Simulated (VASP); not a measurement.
Runs of VASP 6.6.1 on B. The structure is that of space group P6_3/mmc (No. 194), or close to it. The cells are those of the table. 

| task | cell | k mesh | cutoff (eV) | gap on the mesh (eV) | pressure (GPa) |
| --- | --- | --- | --- | --- | --- |
| single point | a = 1.774, b = 1.774, c = 16.132 Å, angles 90.0, 90.0, 120.0°, 4 atoms | 23 × 23 × 3 | 520 | none | -17.1 |
| relaxation of cell and atoms | relaxed from a = 2.101, b = 2.101, c = 6.861 Å, angles 90.0, 90.0, 120.0°, 4 atoms | 17 × 17 × 5 | 600 | none | 0.1 |
| single point | a = 1.637, b = 1.637, c = 14.886 Å, angles 90.0, 90.0, 120.0°, 4 atoms | 23 × 23 × 3 | 520 | none | (b) |
| single point | a = 1.708, b = 1.708, c = 15.534 Å, angles 90.0, 90.0, 120.0°, 4 atoms | 17 × 17 × 5 | 520 | none | 0.1 |
| single point | a = 1.708, b = 1.708, c = 15.534 Å, angles 90.0, 90.0, 120.0°, 4 atoms | 23 × 23 × 3 | 520 | none | -1.3 |
| single point | a = 1.752, b = 1.752, c = 15.937 Å, angles 90.0, 90.0, 120.0°, 4 atoms | 23 × 23 × 3 | 520 | none | (a) |
| single point | a = 1.685, b = 1.685, c = 15.324 Å, angles 90.0, 90.0, 120.0°, 4 atoms | 23 × 23 × 3 | 520 | none | 6.4 |
| single point | a = 1.708, b = 1.708, c = 15.534 Å, angles 90.0, 90.0, 120.0°, 4 atoms | 28 × 28 × 3 | 520 | none | -1.1 |

Alike in all rows: level r2SCAN; potentials or basis VASP PAW PBE potentials, release 64 (B); no spin polarisation; smearing fermi-dirac 0.1 eV.

**Question.** Estimate the missing entries.

**Answer.** (a) -13.0; (b) 26.9.

Caveats: the PAW data sets were made with another functional, which shifts forces and pressure a little.

A gap of «none» marks levels without a gap at the run's occupations.
